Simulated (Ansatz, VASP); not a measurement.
## AlNi in VASP and in Ansatz

Contents of INCAR:

```
SYSTEM = AlNi
PREC = Accurate
ENCUT = 600
EDIFF = 1E-6
ISMEAR = 0
SIGMA = 0.15
LREAL = .FALSE.
LASPH = .TRUE.
NELM = 120
ALGO = Normal
ISIF = 2
LWAVE = .FALSE.
LCHARG = .TRUE.
GGA = PS
LELF = .TRUE.
LVHAR = .TRUE.
NBANDS = 14
GGA_COMPAT = .FALSE.
```

KPOINTS

```
regular mesh
0
G
  20 20 20
  0 0 0
```

The input POSCAR:

```
AlNi
1.0
    2.8621655520      0.0000000000      0.0000000000
    0.0000000000      2.8621655520      0.0000000000
    0.0000000000      0.0000000000      2.7190572744
Al Ni
1 1
Direct
    0.0000000000      0.0000000000      0.0000000000
    0.5000000000      0.5000000000      0.5000000000
```

Input for Ansatz:

```yaml
crystal:
  lattice:
    - [2.862165552, 0.0, 0.0]
    - [0.0, 2.862165552, 0.0]
    - [0.0, 0.0, 2.7190572744]
  atoms:
    - { symbol: Al, position: [0.0, 0.0, 0.0] }
    - { symbol: Ni, position: [0.5, 0.5, 0.5] }
basis:
  ecutwfc: 420
kpoints:
  mp_grid: { grid: [20, 20, 20] }
hamiltonian:
  xc: pbesol
scf:
  occupations: { method: gaussian, width: 0.15 }
output:
  forces: true
  stress: true
  eigenvalues: true
```

Change from the starting cell: strain +0.000 along x and y, -0.050 along z, atoms carried along.

Alike in both runs: task single point; functional PBEsol; k mesh 20 × 20 × 20; occupations gaussian, width 0.15 eV; no spin polarisation.

```csv
,VASP,Ansatz
version,VASP 6.6.1,Ansatz 0.2.0
potentials or method,"VASP PAW PBE potentials, release 64 (Al, Ni), cutoff 600 eV","scalar-relativistic, plane waves, PAW"
valence electrons in the cell,13,21
```

|  | VASP | Ansatz | Ansatz less VASP |
| --- | --- | --- | --- |
| gap on the k mesh at the Fermi level (eV) | none | none | - |
| pressure (GPa) | 10.2 | 10.1 | -0.09 |
| traceless stress, the component that is largest in VASP (GPa) | 3.83 | 3.76 | -0.069 |

VASP's potentials were made for PBE, not for PBEsol. A gap of «none» marks a metal or a gap that the smearing closes. The functional is the same, so the differences come from potentials, cutoffs and numerics. VASP's potentials hold 13 valence electrons a cell and Ansatz's 21, so a difference there can come from the potentials and not from the codes.
